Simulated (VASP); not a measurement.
# VRu (Pm-3m) in VASP: single point with LDA

Aim: the single point of VRu with LDA.

All numbers are computed with VASP 6.6.1; they aren't measurements. Logs are shortened: lines on timing, memory, paths and dates and some standing lists are left out, and cuts for length are marked.

**1. The cell of the first run**

It takes space group Pm-3m (No. 221, cubic). Conventional cell: a = 3.003 Å, b = 3.003 Å, c = 3.003 Å, α = 90.00°, β = 90.00°, γ = 90.00°. Within 3.4 Å of V (site symmetry m-3m) lie 8 Ru at 2.60 Å and 6 V at 3.00 Å. Within 3.4 Å of Ru (site symmetry m-3m) lie 8 V at 2.60 Å and 6 Ru at 3.00 Å.

**2. Single point, LDA, collinear spin, ferromagnetic start (13.54 Å³/atom)**

Contents of INCAR:

```
SYSTEM = VRu
  ALGO = Normal
  EDIFF = 1E-7
  ENCUT = 520
  GGA = CA
  ISIF = 2
  ISMEAR = -1
  ISPIN = 2
  LASPH = .True.
  LCHARG = .False.
  LMAXMIX = 4
  LORBIT = 11
  LREAL = .False.
  LWAVE = .False.
  MAGMOM = 1.5 0
  NBANDS = 24
  NELM = 150
  PREC = Accurate
  SIGMA = 0.05
```

Contents of KPOINTS:

```
k-points
0
Gamma
  12 12 12
  0 0 0
```

Contents of POSCAR:

```
VRu
1.0
    3.0028316633      0.0000000000      0.0000000000
    0.0000000000      3.0028316633      0.0000000000
    0.0000000000      0.0000000000      3.0028316633
V Ru
1 1
Direct
    0.5000000000      0.5000000000      0.5000000000
    0.0000000000      0.0000000000      0.0000000000
```

Potentials or basis: VASP PAW LDA potentials, release 64 (V_sv, Ru_pv).

Launch:

```console
cat potpaw_LDA.64/V_sv/POTCAR potpaw_LDA.64/Ru_pv/POTCAR > POTCAR
mpirun -np 1 vasp_std > vasp.out
```

OUTCAR:

```text
SYSTEM = VRu
   EDIFF = 1E-7
   ENCUT = 520
   GGA = CA
   ISIF = 2
   ISMEAR = -1
   ISPIN = 2
   LASPH = .True.
   LORBIT = 11
   LREAL = .False.
   NELM = 150
   PREC = Accurate

 ion  position               nearest neighbor table
   1  0.500  0.500  0.500-   2 2.60   2 2.60   2 2.60   2 2.60   2 2.60   2 2.60   2 2.60   2 2.60

   2  0.000  0.000  0.000-   1 2.60   1 2.60   1 2.60   1 2.60   1 2.60   1 2.60   1 2.60   1 2.60

  LATTYP: Found a simple cubic cell.
 ALAT       =     3.0028316633

  Lattice vectors:

 A1 = (   3.0028316633,   0.0000000000,   0.0000000000)
 A2 = (   0.0000000000,   3.0028316633,   0.0000000000)
 A3 = (   0.0000000000,   0.0000000000,   3.0028316633)

Analysis of symmetry for initial positions (statically):
=====================================================================
 Subroutine PRICEL returns:
 Original cell was already a primitive cell.

 Routine SETGRP: Setting up the symmetry group for a
 simple cubic supercell.

 Subroutine GETGRP returns: Found 48 space group operations
 (whereof 48 operations were pure point group operations)
 out of a pool of 48 trial point group operations.

The static configuration has the point symmetry O_h .

Analysis of symmetry for dynamics (positions and initial velocities):
=====================================================================
 Subroutine PRICEL returns:
 Original cell was already a primitive cell.

 Routine SETGRP: Setting up the symmetry group for a
 simple cubic supercell.

 Subroutine GETGRP returns: Found 48 space group operations
 (whereof 48 operations were pure point group operations)
 out of a pool of 48 trial point group operations.

The dynamic configuration has the point symmetry O_h .

Analysis of structural, dynamic, and magnetic symmetry:
=====================================================================
 Subroutine PRICEL returns:
 Original cell was already a primitive cell.

 Routine SETGRP: Setting up the symmetry group for a
 simple cubic supercell.

 Subroutine GETGRP returns: Found 48 space group operations
 (whereof 48 operations were pure point group operations)
 out of a pool of 48 trial point group operations.

The overall configuration has the point symmetry O_h .

 Subroutine INISYM returns: Found 48 space group operations
 (whereof 48 operations are pure point group operations),
 and found     1 'primitive' translations

----------------------------------------------------------------------------------------

                                     Primitive cell

  volume of cell :      27.0765

  direct lattice vectors                    reciprocal lattice vectors
     3.002831663  0.000000000  0.000000000     0.333019001  0.000000000  0.000000000
     0.000000000  3.002831663  0.000000000     0.000000000  0.333019001  0.000000000
     0.000000000  0.000000000  3.002831663     0.000000000  0.000000000  0.333019001

  length of vectors
     3.002831663  3.002831663  3.002831663     0.333019001  0.333019001  0.333019001

  position of ions in fractional coordinates (direct lattice)
     0.500000000  0.500000000  0.500000000
     0.000000000  0.000000000  0.000000000

  ion indices of the primitive-cell ions
   primitive index   ion index
                 1           1
                 2           2

----------------------------------------------------------------------------------------

 KPOINTS: k-points

Automatic generation of k-mesh.
 Grid dimensions read from file:
 generate k-points for:   12   12   12

 Generating k-lattice:

  Cartesian coordinates                     Fractional coordinates (reciprocal lattice)
     0.027751583  0.000000000  0.000000000     0.083333333  0.000000000  0.000000000
     0.000000000  0.027751583  0.000000000     0.000000000  0.083333333  0.000000000
     0.000000000  0.000000000  0.027751583     0.000000000  0.000000000  0.083333333

  Length of vectors
     0.027751583  0.027751583  0.027751583

  Shift w.r.t. Gamma in fractional coordinates (k-lattice)
     0.000000000  0.000000000  0.000000000

 Subroutine IBZKPT returns following result:
 ===========================================

 Found     84 irreducible k-points:

 Following reciprocal coordinates:
            Coordinates               Weight
  0.000000  0.000000  0.000000      1.000000
  0.083333  0.000000  0.000000      6.000000
  0.166667  0.000000  0.000000      6.000000
  0.250000  0.000000  0.000000      6.000000
  0.333333  0.000000  0.000000      6.000000
  0.416667  0.000000  0.000000      6.000000
[... 16 lines left out ...]
  0.333333  0.333333  0.000000     12.000000
  0.416667  0.333333  0.000000     24.000000
 [... further k-points ...]
   k-points           NKPTS =     84   k-points in BZ     NKDIM =     84   number of bands    NBANDS=     24
   number of dos      NEDOS =    301   number of ions     NIONS =      2
   total plane-waves  NPLWV =  13824
   dimension x,y,z NGX =    24 NGY =   24 NGZ =   24
   dimension x,y,z NGXF=    48 NGYF=   48 NGZF=   48
   ions per type =               1   1
   NGX,Y,Z   is equivalent  to a cutoff of  13.29, 13.29, 13.29 a.u.
   NGXF,Y,Z  is equivalent  to a cutoff of  26.57, 26.57, 26.57 a.u.
 SYSTEM =  VRu
   PREC   = accura    normal or accurate (medium, high low for compatibility)
   ISTART =      0    job   : 0-new  1-cont  2-samecut
   ICHARG =      2    charge: 1-file 2-atom 10-const
   ISPIN  =      2    spin polarized calculation?
   LNONCOLLINEAR =      F non collinear calculations
   LSORBIT =      F    spin-orbit coupling
   LASPH  =      T    aspherical Exc in radial PAW
   ENCUT  =  520.0 eV  38.22 Ry    6.18 a.u.   5.58  5.58  5.58*2*pi/ulx,y,z
   NELM   =    150;   NELMIN=  2; NELMDL= -5     # of ELM steps
   EDIFF  = 0.1E-06   stopping-criterion for ELM
   LREAL  =      F    real-space projection
   EDIFFG = 0.1E-05   stopping-criterion for IOM
   NSW    =      0    number of steps for IOM
   IBRION =     -1    ionic relax: 0-MD 1-quasi-New 2-CG
   NFREE  =      0    steps in history (QN), initial steepest desc. (CG)
   ISIF   =      2    stress and relaxation
   ISYM   =      2    0-nonsym 1-usesym 2-fastsym
   POTIM  = 0.5000    time-step for ionic-motion
   TEBEG  =    0.0;   TEEND  =   0.0 temperature during run
   PSTRESS=    0.0 pullay stress
   NELECT =      27.0000    total number of electrons
   NUPDOWN=      -1.0000    fix difference up-down
   EMIN   =  10.00;   EMAX   =-10.00  energy-range for DOS
   EFERMI =   0.00;   METHOD = LEGACY
   ISMEAR =    -1;   SIGMA  =   0.05  broadening in eV -4-tet -1-fermi 0-gaus
   EFERMI_NEDOS =   21; number of points for ismear=-14 and -15
   IALGO  =     38    algorithm
   IMIX   =      4    mixing-type and parameters
     AMIX     =   0.40;   BMIX     =  1.00
     AMIX_MAG =   1.60;   BMIX_MAG =  1.00
  volume/ion in A,a.u.               =      13.54        91.36
  Fermi-wavevector in a.u.,A,eV,Ry     =   1.635555  3.090750 36.396122  2.675039
  Thomas-Fermi vector in A             =   2.727008
   LORBIT       =     11    0 simple, 1 ext, 2 COOP (PROOUT), +10 PAW based schemes
   GGA     = CA    functional components
   LHFCALC =     F    Hartree Fock is set to
   AEXX    =    0.0000 exact exchange contribution
   IVDW    =     0    specifies the selected vdW correction
   LEPSILON=     F    determine dielectric tensor
   LRPA    =     F    only Hartree local field effects (RPA)
 spin polarized calculation
  energy-cutoff  :      520.00
  volume of cell :       27.08
 maximum number of plane-waves:       743
 NGX is ok and might be reduce to    24
   NGX = 11   NGY = 11   NGZ = 11

 number of electron      26.9999990 magnetization       0.0003378

 Free energy of the ion-electron system (eV)
  ---------------------------------------------------
  ext. energy  EPLUGINS =         0.00000000
  ---------------------------------------------------
  free energy    TOTEN  =       -21.00547983 eV

  energy without entropy =      -20.97830527  energy(sigma->0) =      -20.99189255

 E-fermi :  11.7570     XC(G=0): -13.8143

 val. band max:       11.7419020698   @ k =   0.2500   0.1667   0.0000
 cond. band min:      11.7577101306   @ k =   0.5000   0.2500   0.0833
 fundamental gap:      0.0158080608
 Fermi energy:        11.7570341236

 spin component 1

 k-point     1 :       0.0000    0.0000    0.0000
  band No.  band energies     occupation
      1     -52.3370      1.00000
      2     -31.2554      1.00000
      3     -31.2554      1.00000
      4     -31.2554      1.00000
      5     -26.4923      1.00000
      6     -26.4923      1.00000
[... 16 lines left out ...]
     23      29.5131      0.00000
     24      29.5131      0.00000

 k-point     2 :       0.0833    0.0000    0.0000
  band No.  band energies     occupation
      1     -52.3361      1.00000
      2     -31.2666      1.00000
      3     -31.2530      1.00000
      4     -31.2530      1.00000
      5     -26.5059      1.00000
      6     -26.4935      1.00000
[... 586 lines left out ...]
 k-point    24 :       0.4167    0.3333    0.0000
  band No.  band energies     occupation
      1     -52.3113      1.00000
      2     -31.4287      1.00000
      3     -31.3904      1.00000
      4     -31.2075      1.00000
      5     -26.6253      1.00000
      6     -26.5871      1.00000
[... 16 lines left out ...]
     23      26.6964      0.00000
     24      27.1522      0.00000

 [... further k-points ...]

 spin component 2

 k-point     1 :       0.0000    0.0000    0.0000
  band No.  band energies     occupation
      1     -52.3367      1.00000
      2     -31.2554      1.00000
      3     -31.2554      1.00000
      4     -31.2554      1.00000
      5     -26.4920      1.00000
      6     -26.4920      1.00000
[... 16 lines left out ...]
     23      29.5132      0.00000
     24      29.5132      0.00000

 k-point     2 :       0.0833    0.0000    0.0000
  band No.  band energies     occupation
      1     -52.3358      1.00000
      2     -31.2666      1.00000
      3     -31.2530      1.00000
      4     -31.2530      1.00000
      5     -26.5056      1.00000
      6     -26.4932      1.00000
[... 586 lines left out ...]
 k-point    24 :       0.4167    0.3333    0.0000
  band No.  band energies     occupation
      1     -52.3110      1.00000
      2     -31.4286      1.00000
      3     -31.3904      1.00000
      4     -31.2075      1.00000
      5     -26.6250      1.00000
      6     -26.5868      1.00000
[... 16 lines left out ...]
     23      26.6964      0.00000
     24      27.1522      0.00000

 [... further k-points ...]
[... 5 lines left out ...]
  --------------------------------------------------------------------------------------
  -------------------------------------------------------------------------------------
  Total       -2.2926563     -2.2926563     -2.2926563      0.0000000     -0.0000000     -0.0000000
  in kB     -135.6614896   -135.6614896   -135.6614896      0.0000000     -0.0000000     -0.0000000
  external PRESSURE =    -135.6614896 kB  Pullay stress =       0.0000000 kB

 VOLUME and BASIS-vectors are now :
 -----------------------------------------------------------------------------
  energy-cutoff  :      520.00
  volume of cell :       27.08
      direct lattice vectors                 reciprocal lattice vectors
     3.002831663  0.000000000  0.000000000     0.333019001  0.000000000  0.000000000
     0.000000000  3.002831663  0.000000000     0.000000000  0.333019001  0.000000000
     0.000000000  0.000000000  3.002831663     0.000000000  0.000000000  0.333019001

 POSITION                                       TOTAL-FORCE (eV/Angst)
 -----------------------------------------------------------------------------------
      1.50142      1.50142      1.50142         0.000000      0.000000      0.000000
      0.00000      0.00000      0.00000         0.000000      0.000000      0.000000
 -----------------------------------------------------------------------------------
    total drift:                                0.000000      0.000000     -0.000000

  FREE ENERGIE OF THE ION-ELECTRON SYSTEM (eV)
  ---------------------------------------------------
  free  energy   TOTEN  =       -21.0054798304 eV

  energy  without entropy=      -20.9783052730  energy(sigma->0) =      -20.99189255

 total charge

# of ion       s       p       d       tot
------------------------------------------
    1        2.331   6.255   3.017  11.603
    2        0.413   6.293   6.000  12.705
--------------------------------------------------
tot          2.744  12.548   9.016  24.307

 magnetization (x)

# of ion       s       p       d       tot
------------------------------------------
    1        0.000   0.000   0.000   0.000
    2       -0.000   0.000  -0.000  -0.000
--------------------------------------------------
tot          0.000   0.000   0.000   0.000
```

Run time: 3.2 min. Hardware: 1 thread of Oxide Virtual Turin-like, shared host; peak memory 0.16 GiB.

What came out:

- Free energy: -21.0055 eV
- Pressure: -13.6 GPa
- Net moment: 0.00 μB per cell
- Valence electrons inside the program's atomic spheres: V 11.60; Ru 12.71

Levels at points of the mesh, in eV from the Fermi level:
Spin up:
```csv
k point,band 10,band 11,band 12,band 13,band 14,band 15,band 16,band 17
"(0.00, 0.00, 0.00)",-5.67,-2.10,-2.10,-2.10,0.60,0.60,2.20,2.20
"(0.50, 0.00, 0.00)",-3.80,-2.25,-2.25,-1.85,-0.90,-0.40,-0.40,0.63
"(0.50, 0.50, 0.00)",-3.76,-3.76,0.16,0.28,0.83,0.86,0.86,1.47
"(0.50, 0.50, 0.50)",-4.19,-2.16,-2.16,-2.16,0.25,0.25,1.53,1.53
```
Spin down:
| k point | band 9 | band 10 | band 11 | band 12 | band 13 | band 14 | band 15 | band 16 | band 17 | band 18 |
| --- | --- | --- | --- | --- | --- | --- | --- | --- | --- | --- |
| (0.00, 0.00, 0.00) | -5.67 | -5.67 | -2.10 | -2.10 | -2.10 | 0.60 | 0.60 | 2.20 | 2.20 | 2.20 |
| (0.50, 0.00, 0.00) | -4.00 | -3.80 | -2.25 | -2.25 | -1.85 | -0.90 | -0.40 | -0.40 | 0.63 | 1.65 |
| (0.50, 0.50, 0.00) | -5.42 | -3.76 | -3.76 | 0.16 | 0.28 | 0.83 | 0.86 | 0.86 | 1.47 | 2.68 |
| (0.50, 0.50, 0.50) | -4.19 | -4.19 | -2.16 | -2.16 | -2.16 | 0.25 | 0.25 | 1.53 | 1.53 | 9.45 |

Caveat: the cell stands under tension; the moments typed at the start vanished in this run.
